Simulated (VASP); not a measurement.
A run of VASP 6.6.1 is set up as follows.

INCAR

```
PREC = Accurate
ENCUT = 520
EDIFF = 1E-6
ISMEAR = 0
SIGMA = 0.1
LREAL = False
LASPH = True
NELM = 100
ALGO = Normal
ISIF = 2
LWAVE = False
LCHARG = True
GGA = PE
LELF = True
LVHAR = True
NBANDS = 23
```

KPOINTS

```
regular mesh
0
Gamma
  18 18 8
```

File POSCAR:

```
SiGe2
1.0
    3.0450781608      0.0000000000      0.0000000000
   -1.5225390804      2.6371150438      0.0000000000
    0.0000000000      0.0000000000      7.1137852448
Si Ge
1 2
Direct
    0.0000000000      0.0000000000      0.5000000000
    0.6666666667      0.3333333333      0.7886094332
    0.3333333333      0.6666666667      0.2113905668
```

Potentials or basis: VASP PAW PBE potentials, release 64 (Si, Ge_d).

Launch:

```sh
$ cat potpaw_PBE.64/Si/POTCAR potpaw_PBE.64/Ge_d/POTCAR > POTCAR
$ mpirun -np 1 vasp_std > vasp.out
```

Task: What does it give for the band gap on the k mesh?

Result: Zero (band 16 reaches 12.10 eV, above the bottom of band 17 at 4.76 eV).

Task: What does it give for the pressure?

Result: 0.0 GPa.

Task: What does it give for the largest force?

Result: 0.003 eV/Å.

Forces on the atoms (eV/Å):
```
Si   0.000  0.000  0.000
Ge   0.000  0.000  0.003
Ge   0.000  0.000 -0.003
```
